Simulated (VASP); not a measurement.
# BaTiO3 (Pm-3m) in VASP: notebook, part 2 of 2

VASP 6.6.1.

## Step 3: Single point, PBE

This run uses another cell than the first one, of 12.74 Å³/atom, 1.096 times its volume.

INCAR reads:

```
SYSTEM = BaTiO3
PREC = Accurate ; ENCUT = 520
EDIFF = 1E-6 ; ISMEAR = -1
SIGMA = 0.02 ; LREAL = .FALSE.
LASPH = .TRUE. ; NELM = 100
ALGO = Normal ; ISIF = 2
LWAVE = .FALSE. ; LCHARG = .FALSE.
GGA = PE ; NBANDS = 28
```

KPOINTS reads:

```
Automatic mesh
0
G
  6 6 6
  0 0 0
```

POSCAR reads:

```
BaTiO3
1.0
    3.9940965200      0.0000000000      0.0000000000
    0.0000000000      3.9940965200      0.0000000000
    0.0000000000      0.0000000000      3.9940965200
Ba Ti O
1 1 3
Direct
    0.0000000000      0.0000000000      0.0000000000
    0.5000000000      0.5000000000      0.5000000000
    0.5000000000      0.5000000000      0.0000000000
    0.5000000000      0.0000000000      0.5000000000
    0.0000000000      0.5000000000      0.5000000000
```

Potentials or basis: VASP PAW PBE potentials, release 64 (Ba_sv, Ti_sv, O).

Launch:

```console
> cat potpaw_PBE.64/Ba_sv/POTCAR potpaw_PBE.64/Ti_sv/POTCAR potpaw_PBE.64/O/POTCAR > POTCAR
> mpirun -np 1 vasp_std > vasp.out
```

OUTCAR:

```text
SYSTEM = BaTiO3
   PREC = Accurate
   ENCUT = 520
   EDIFF = 1E-6
   ISMEAR = -1
   LREAL = .FALSE.
   LASPH = .TRUE.
   NELM = 100
   ISIF = 2
   GGA = PE

 ion  position               nearest neighbor table
   1  0.000  0.000  0.000-   3 2.82   4 2.82   5 2.82   4 2.82   5 2.82   3 2.82   5 2.82   5 2.82
                             3 2.82   4 2.82   4 2.82   3 2.82   2 3.46   2 3.46   2 3.46   2 3.46
   2  0.500  0.500  0.500-   3 2.00   4 2.00   5 2.00   3 2.00   4 2.00   5 2.00   1 3.46   1 3.46
                             1 3.46   1 3.46   1 3.46   1 3.46   1 3.46   1 3.46
   3  0.500  0.500  0.000-   2 2.00   2 2.00   1 2.82   1 2.82   1 2.82   1 2.82
   4  0.500  0.000  0.500-   2 2.00   2 2.00   1 2.82   1 2.82   1 2.82   1 2.82
   5  0.000  0.500  0.500-   2 2.00   2 2.00   1 2.82   1 2.82   1 2.82   1 2.82

  LATTYP: Found a simple cubic cell.
 ALAT       =     3.9940965200

  Lattice vectors:

 A1 = (   3.9940965200,   0.0000000000,   0.0000000000)
 A2 = (   0.0000000000,   3.9940965200,   0.0000000000)
 A3 = (   0.0000000000,   0.0000000000,   3.9940965200)

Analysis of symmetry for initial positions (statically):
=====================================================================
 Subroutine PRICEL returns:
 Original cell was already a primitive cell.

 Routine SETGRP: Setting up the symmetry group for a
 simple cubic supercell.

 Subroutine GETGRP returns: Found 48 space group operations
 (whereof 48 operations were pure point group operations)
 out of a pool of 48 trial point group operations.

The static configuration has the point symmetry O_h .

Analysis of symmetry for dynamics (positions and initial velocities):
=====================================================================
 Subroutine PRICEL returns:
 Original cell was already a primitive cell.

 Routine SETGRP: Setting up the symmetry group for a
 simple cubic supercell.

 Subroutine GETGRP returns: Found 48 space group operations
 (whereof 48 operations were pure point group operations)
 out of a pool of 48 trial point group operations.

The dynamic configuration has the point symmetry O_h .

 Subroutine INISYM returns: Found 48 space group operations
 (whereof 48 operations are pure point group operations),
 and found     1 'primitive' translations

----------------------------------------------------------------------------------------

                                     Primitive cell

  volume of cell :      63.7171

  direct lattice vectors                    reciprocal lattice vectors
     3.994096520  0.000000000  0.000000000     0.250369513  0.000000000  0.000000000
     0.000000000  3.994096520  0.000000000     0.000000000  0.250369513  0.000000000
     0.000000000  0.000000000  3.994096520     0.000000000  0.000000000  0.250369513

  length of vectors
     3.994096520  3.994096520  3.994096520     0.250369513  0.250369513  0.250369513

  position of ions in fractional coordinates (direct lattice)
     0.000000000  0.000000000  0.000000000
     0.500000000  0.500000000  0.500000000
     0.500000000  0.500000000  0.000000000
     0.500000000  0.000000000  0.500000000
     0.000000000  0.500000000  0.500000000

  ion indices of the primitive-cell ions
   primitive index   ion index
                 1           1
                 2           2
                 3           3
                 4           4
                 5           5

----------------------------------------------------------------------------------------

 KPOINTS: Automatic mesh

Automatic generation of k-mesh.
 Grid dimensions read from file:
 generate k-points for:    6    6    6

 Generating k-lattice:

  Cartesian coordinates                     Fractional coordinates (reciprocal lattice)
     0.041728252  0.000000000  0.000000000     0.166666667  0.000000000  0.000000000
     0.000000000  0.041728252  0.000000000     0.000000000  0.166666667  0.000000000
     0.000000000  0.000000000  0.041728252     0.000000000  0.000000000  0.166666667

  Length of vectors
     0.041728252  0.041728252  0.041728252

  Shift w.r.t. Gamma in fractional coordinates (k-lattice)
     0.000000000  0.000000000  0.000000000

 Subroutine IBZKPT returns following result:
 ===========================================

 Found     20 irreducible k-points:

 Following reciprocal coordinates:
            Coordinates               Weight
  0.000000  0.000000  0.000000      1.000000
  0.166667  0.000000  0.000000      6.000000
  0.333333  0.000000  0.000000      6.000000
  0.500000  0.000000  0.000000      3.000000
  0.166667  0.166667  0.000000     12.000000
  0.333333  0.166667  0.000000     24.000000
[... 12 lines left out ...]
  0.500000  0.500000  0.333333      6.000000
  0.500000  0.500000  0.500000      1.000000
   k-points           NKPTS =     20   k-points in BZ     NKDIM =     20   number of bands    NBANDS=     28
   number of dos      NEDOS =    301   number of ions     NIONS =      5
   total plane-waves  NPLWV =  27000
   dimension x,y,z NGX =    30 NGY =   30 NGZ =   30
   dimension x,y,z NGXF=    60 NGYF=   60 NGZF=   60
   ions per type =               1   1   3
   NGX,Y,Z   is equivalent  to a cutoff of  12.49, 12.49, 12.49 a.u.
   NGXF,Y,Z  is equivalent  to a cutoff of  24.97, 24.97, 24.97 a.u.
 SYSTEM =  BaTiO3
   PREC   = accura    normal or accurate (medium, high low for compatibility)
   ISTART =      0    job   : 0-new  1-cont  2-samecut
   ICHARG =      2    charge: 1-file 2-atom 10-const
   ISPIN  =      1    spin polarized calculation?
   LNONCOLLINEAR =      F non collinear calculations
   LSORBIT =      F    spin-orbit coupling
   LASPH  =      T    aspherical Exc in radial PAW
   ENCUT  =  520.0 eV  38.22 Ry    6.18 a.u.   7.43  7.43  7.43*2*pi/ulx,y,z
   NELM   =    100;   NELMIN=  2; NELMDL= -5     # of ELM steps
   EDIFF  = 0.1E-05   stopping-criterion for ELM
   LREAL  =      F    real-space projection
[... 7 lines left out ...]
   TEBEG  =    0.0;   TEEND  =   0.0 temperature during run
   PSTRESS=    0.0 pullay stress
   NELECT =      40.0000    total number of electrons
   NUPDOWN=      -1.0000    fix difference up-down
   EMIN   =  10.00;   EMAX   =-10.00  energy-range for DOS
   EFERMI =   0.00;   METHOD = LEGACY
   ISMEAR =    -1;   SIGMA  =   0.02  broadening in eV -4-tet -1-fermi 0-gaus
   EFERMI_NEDOS =   21; number of points for ismear=-14 and -15
   IALGO  =     38    algorithm
   IMIX   =      4    mixing-type and parameters
     AMIX     =   0.40;   BMIX     =  1.00
     AMIX_MAG =   1.60;   BMIX_MAG =  1.00
  volume/ion in A,a.u.               =      12.74        86.00
  Fermi-wavevector in a.u.,A,eV,Ry     =   1.401768  2.648958 26.734832  1.964955
  Thomas-Fermi vector in A             =   2.524597
   LORBIT       =      0    0 simple, 1 ext, 2 COOP (PROOUT), +10 PAW based schemes
   GGA     = PE    functional components
   LHFCALC =     F    Hartree Fock is set to
   AEXX    =    0.0000 exact exchange contribution
   IVDW    =     0    specifies the selected vdW correction
   LEPSILON=     F    determine dielectric tensor
   LRPA    =     F    only Hartree local field effects (RPA)
 non-spin polarized calculation
  energy-cutoff  :      520.00
  volume of cell :       63.72
 maximum number of plane-waves:      1743
 NGX is ok and might be reduce to    30
   NGX = 15   NGY = 15   NGZ = 15

 number of electron      39.9999976 magnetization

 Free energy of the ion-electron system (eV)
  ---------------------------------------------------
  ext. energy  EPLUGINS =         0.00000000
  ---------------------------------------------------
  free energy    TOTEN  =       -39.95441263 eV

  energy without entropy =      -39.95441263  energy(sigma->0) =      -39.95441263

 E-fermi :   4.4612     XC(G=0): -11.2935

 val. band max:        3.8831283824   @ k =   0.5000   0.5000   0.5000
 cond. band min:       5.6404629083   @ k =   0.0000   0.0000   0.0000
 fundamental gap:      1.7573345259
 Fermi energy:         4.4612145104

 k-point     1 :       0.0000    0.0000    0.0000
  band No.  band energies     occupation
      1     -52.7284      2.00000
      2     -28.9427      2.00000
      3     -28.9427      2.00000
      4     -28.9427      2.00000
      5     -20.9162      2.00000
      6     -13.0247      2.00000
[... 20 lines left out ...]
     27       8.9401      0.00000
[... 567 lines left out ...]
      6     -12.1064      2.00000
[... 20 lines left out ...]
     27      11.6218      0.00000
     28      11.6218      0.00000

------------------------ aborting loop because EDIFF is reached ----------------------------------------

  FORCE on cell =-STRESS in cart. coord.  units (eV):
  Direction    XX          YY          ZZ          XY          YZ          ZX
  --------------------------------------------------------------------------------------
  -------------------------------------------------------------------------------------
  Total        1.9974618      1.9974618      1.9974618     -0.0000000      0.0000000      0.0000000
  in kB       50.2265557     50.2265557     50.2265557     -0.0000000      0.0000000      0.0000000
  external PRESSURE =      50.2265557 kB  Pullay stress =       0.0000000 kB

 VOLUME and BASIS-vectors are now :
 -----------------------------------------------------------------------------
  energy-cutoff  :      520.00
  volume of cell :       63.72
      direct lattice vectors                 reciprocal lattice vectors
     3.994096520  0.000000000  0.000000000     0.250369513  0.000000000  0.000000000
     0.000000000  3.994096520  0.000000000     0.000000000  0.250369513  0.000000000
     0.000000000  0.000000000  3.994096520     0.000000000  0.000000000  0.250369513

 POSITION                                       TOTAL-FORCE (eV/Angst)
 -----------------------------------------------------------------------------------
      0.00000      0.00000      0.00000         0.000000      0.000000      0.000000
      1.99705      1.99705      1.99705         0.000000      0.000000      0.000000
      1.99705      1.99705      0.00000         0.000000      0.000000      0.000000
      1.99705      0.00000      1.99705         0.000000      0.000000      0.000000
      0.00000      1.99705      1.99705         0.000000      0.000000      0.000000
 -----------------------------------------------------------------------------------
    total drift:                                0.000000      0.000000     -0.000000

  FREE ENERGIE OF THE ION-ELECTRON SYSTEM (eV)
  ---------------------------------------------------
  free  energy   TOTEN  =       -39.9544126300 eV

  energy  without entropy=      -39.9544126300  energy(sigma->0) =      -39.95441263
```

stdout:

```text
POSCAR found type information on POSCAR BaTiO
 POSCAR found :  3 types and       5 ions
 scaLAPACK will be used
 LDA part: xc-table for (Slater+PW92), standard interpolation
 POSCAR, INCAR and KPOINTS ok, starting setup
 FFT: planning ... GRIDC
 FFT: planning ... GRID_SOFT
 FFT: planning ... GRID
 WAVECAR not read
 entering main loop
```

It took 39 s on 1 thread of Intel Xeon 6975P-C, shared host; peak memory 0.19 GiB.

Results:

| Property | Result |
| --- | --- |
| Free energy | -39.9544 eV |
| Pressure | 5.0 GPa |
| Band gap on the k mesh | 1.76 eV, indirect (least direct gap 1.90 eV) |

Levels at points of the mesh, in eV from the valence-band top:
```csv
k point,band 18,band 19,band 20,band 21,band 22,band 23
"(0.00, 0.00, 0.00)",-0.14,-0.14,-0.14,1.76,1.76,1.76
"(0.50, 0.00, 0.00)",-1.84,-0.71,-0.71,1.92,3.52,3.52
"(0.50, 0.50, 0.00)",-0.87,-0.87,-0.09,3.52,3.52,3.94
"(0.50, 0.50, 0.50)",0.00,0.00,0.00,4.20,4.20,4.20
```

Caveat: spin-orbit coupling is left out, which moves the levels of the heavy elements.
